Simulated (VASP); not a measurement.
**Y: single point with LDA**

Y:

```xyz
2
Lattice="3.5430 0.0000 0.0000 -1.7715 3.0683 0.0000 0.0000 0.0000 5.4982" Properties=species:S:1:pos:R:3 pbc="T T T"
Y     0.0000    2.0455    4.1236
Y     1.7715    1.0228    1.3745
```

```
Program                : VASP 6.6.1
Task                   : single point
Functional             : LDA
Potentials or basis    : VASP PAW LDA potentials, release 64 (Y_sv)
Cutoff                 : 520 eV
k mesh                 : 14 × 14 × 8
Occupations            : gaussian, width 0.05 eV
Spin                   : no spin polarisation
Dipole correction      : no
Further INCAR settings : ALGO = Normal; EDIFF = 1e-07; NBANDS = 18
```

- Pressure: -0.1 GPa
- Band gap on the k mesh: zero (band 11 reaches 4.67 eV, above the bottom of band 12 at 2.84 eV)

Levels at points of the mesh, in eV from the Fermi level:
```
           k point  band 9  band 10  band 11  band 12  band 13  band 14
(0.00, 0.00, 0.00)   -4.82    -2.02     1.36     1.74     1.74     2.18
(0.50, 0.00, 0.00)   -1.73    -1.40    -0.96     0.08     1.40     1.59
(0.00, 0.00, 0.50)   -3.24    -3.24     1.01     1.01     1.64     1.64
(0.50, 0.00, 0.50)   -1.82    -1.82     0.04     0.04     1.69     1.69
```

Wall time 2.4 min on 1 thread of Oxide Virtual Turin-like Processor, with other jobs on the host, peak memory 0.21 GiB.
